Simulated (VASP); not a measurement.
Input of a VASP 6.6.1 run:

Contents of INCAR:

```
SYSTEM = YGe
PREC = Accurate
ENCUT = 520
EDIFF = 1E-7
ISMEAR = 0
SIGMA = 0.1
LREAL = .FALSE.
LASPH = .TRUE.
NELM = 80
ALGO = Normal
ISIF = 2
LWAVE = .FALSE.
LCHARG = .FALSE.
NBANDS = 33
```

The input KPOINTS:

```
regular mesh
0
G
  7 7 7
  0 0 0
```

Contents of POSCAR:

```
YGe
1.0
    5.7739300000      0.0000000000      0.0000000000
   -4.1857294375      3.9771769788      0.0000000000
    0.0000000000      0.0000000000      3.9545990000
Y Ge
2 2
Direct
    0.1386060000      0.8613940000      0.2500000000
    0.8613940000      0.1386060000      0.7500000000
    0.4156180000      0.5843820000      0.2500000000
    0.5843820000      0.4156180000      0.7500000000
```

Potentials or basis: VASP PAW LDA potentials, release 64 (Y_sv, Ge_d).

Run with:

```sh
$ cat potpaw_LDA.64/Y_sv/POTCAR potpaw_LDA.64/Ge_d/POTCAR > POTCAR
$ mpirun -np 1 vasp_std > vasp.out
```

(1) Predict the largest force.

(2) What does it give for the band gap on the k mesh?

(3) Predict the pressure.

Results:

(1) 0.077 eV/Å.

(2) zero (bands 25 and 26 overlap by 1.37 eV).

(3) -4.8 GPa.

Caveat: the cell stands under tension.
